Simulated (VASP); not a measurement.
**Cs: single point with PBE**

Crystal: Cs.

```
Cs
1.0
     0.00000    4.21073    4.21073
     4.21073    0.00000    4.21073
     4.21073    4.21073    0.00000
Cs
2
Direct
  0.87500 0.87500 0.87500
  0.12500 0.12500 0.12500
```

This cell differs from its parent crystal: volume scaled by 0.4.

```yaml
Program: VASP 6.6.1
Task: single point
Functional: PBE
Potentials_or_basis: VASP PAW PBE potentials, release 64 (Cs_sv)
Cutoff: 520 eV
k_mesh: 6 × 6 × 6
Occupations: fermi-dirac, width 0.08 eV
Spin: no spin polarisation
```

| Quantity | Value |
| --- | --- |
| Pressure | 1.9 GPa |
| Band gap on the k mesh | zero (band 9 reaches 1.65 eV, above the bottom of band 10 at 1.56 eV) |

Levels at points of the mesh, in eV from the Fermi level:
| k point | band 6 | band 7 | band 8 | band 9 | band 10 | band 11 | band 12 | band 13 |
| --- | --- | --- | --- | --- | --- | --- | --- | --- |
| (0.00, 0.00, 0.00) | -10.65 | -10.65 | -10.65 | -1.70 | 1.17 | 1.17 | 1.99 | 1.99 |
| (0.50, 0.00, 0.00) | -10.60 | -10.51 | -10.51 | 0.03 | 0.14 | 1.03 | 1.03 | 1.98 |
| (0.50, 0.50, 0.00) | -11.11 | -10.36 | -10.36 | -0.05 | -0.05 | 1.81 | 1.81 | 2.01 |

Run time: 78 s on 1 thread of Intel Xeon 6975P-C, with other jobs on the host, peak memory 0.31 GiB.

Caveat: spin-orbit coupling is left out, which moves the levels of the heavy elements.
